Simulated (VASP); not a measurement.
Input of a VASP 6.6.1 run:

INCAR

```
PREC = Accurate
ENCUT = 520
EDIFF = 1E-6
ISMEAR = 0
SIGMA = 0.1
LREAL = F
LASPH = T
NELM = 60
ALGO = Fast
ISIF = 2
LWAVE = F
LCHARG = F
GGA = PE
NBANDS = 35
```

File KPOINTS:

```
regular mesh
0
Gamma
  6 6 8
```

POSCAR

```
AlIn3Sb2
1.0
    5.9260307338      0.0000000000      0.0000000000
   -2.9630153669      5.1320931591      0.0000000000
    0.0000000000      0.0000000000      5.8461199336
Al In Sb
1 3 2
Direct
    0.0000000000      0.0000000000      0.5000000000
    0.5000000000      0.0000000000      0.0000000000
    0.0000000000      0.5000000000      0.0000000000
    0.5000000000      0.5000000000      0.0000000000
    0.3333333333      0.6666666667      0.5000000000
    0.6666666667      0.3333333333      0.5000000000
```

Potentials or basis: VASP PAW PBE potentials, release 64 (Al, In_d, Sb).

Run with:

```sh
$ cat potpaw_PBE.64/Al/POTCAR potpaw_PBE.64/In_d/POTCAR potpaw_PBE.64/Sb/POTCAR > POTCAR
$ mpirun -np 1 vasp_std > vasp.out
```

(1) Predict the band gap on the k mesh.

(2) Predict the pressure.

Results:

(1) zero (bands 26 and 27 overlap by 2.04 eV).

(2) 0.0 GPa.

Caveat: spin-orbit coupling is left out, which moves the levels of the heavy elements.
